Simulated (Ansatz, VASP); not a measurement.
# WS2: VASP beside Ansatz

The input INCAR:

```
  ALGO = Normal
  EDIFF = 1E-6
  ENCUT = 520
  ISIF = 2
  ISMEAR = 0
  LASPH = True
  LCHARG = False
  LDAU = True
  LDAUJ = 0.5 0
  LDAUL = 2 -1
  LDAUPRINT = 1
  LDAUTYPE = 1
  LDAUU = 7 0
  LMAXMIX = 4
  LREAL = False
  LWAVE = False
  NBANDS = 20
  NELM = 150
  PREC = Accurate
  SIGMA = 0.05
```

KPOINTS

```
k-points
0
Gamma
  6 6 6
```

The input POSCAR:

```
WS2
1.0
    0.0000000000      3.0079352200      3.0079352200
    3.0079352200      0.0000000000      3.0079352200
    3.0079352200      3.0079352200      0.0000000000
W S
1 2
Direct
    0.0000000000      0.0000000000      0.0000000000
    0.2500000000      0.2500000000      0.2500000000
    0.7500000000      0.7500000000      0.7500000000
```

Input for Ansatz:

```yaml
crystal:
  lattice:
    - [0.0, 3.00793522, 3.00793522]
    - [3.00793522, 0.0, 3.00793522]
    - [3.00793522, 3.00793522, 0.0]
  atoms:
    - { symbol: W, position: [0.0, 0.0, 0.0] }
    - { symbol: S, position: [0.25, 0.25, 0.25] }
    - { symbol: S, position: [0.75, 0.75, 0.75] }
basis:
  ecutwfc: 420
  ecutrho_ratio: 4
kpoints:
  mp_grid: { grid: [6, 6, 6] }
hamiltonian:
  xc: lda
  hubbard: { sites: [{ site: 0, l: d, u: 7.0, j: 0.5 }] }
scf:
  occupations: { method: gaussian, width: 0.05 }
  lower_state_search: "off"
  max_iter: 150
output:
  forces: true
  stress: true
  eigenvalues: true
  populations: true
  hubbard: { sites: [{ site: 0, l: d }] }
```

Alike in both runs: task single point; functional LDA; k mesh 6 × 6 × 6; occupations gaussian, width 0.05 eV; no spin polarisation; Hubbard terms W d U = 7.0 eV, J = 0.5 eV.

|  | VASP | Ansatz |
| --- | --- | --- |
| version | VASP 6.6.1 | Ansatz 0.2.0 |
| potentials or method | VASP PAW LDA potentials, release 64 (W_sv, S), cutoff 520 eV | scalar-relativistic, plane waves, PAW |
| valence electrons in the cell | 26 | 26 |

VASP gave:

```
gap on the k mesh at the Fermi level (eV) : none
pressure (GPa)                            : -11.5
```

Q: What did Ansatz give for the same quantities?

A: gap on the k mesh at the Fermi level (eV): none; pressure (GPa): -12.9.

LDA's correlation is that of Perdew and Zunger in VASP and of Perdew and Wang (1992) in Ansatz. The programs project onto different local orbitals, so the same U acts differently, and such runs can settle in different states. A gap of «none» marks a metal or a gap that the smearing closes. Ansatz's warnings: filled band counts differ across k points.

Neither program's run includes spin-orbit coupling.
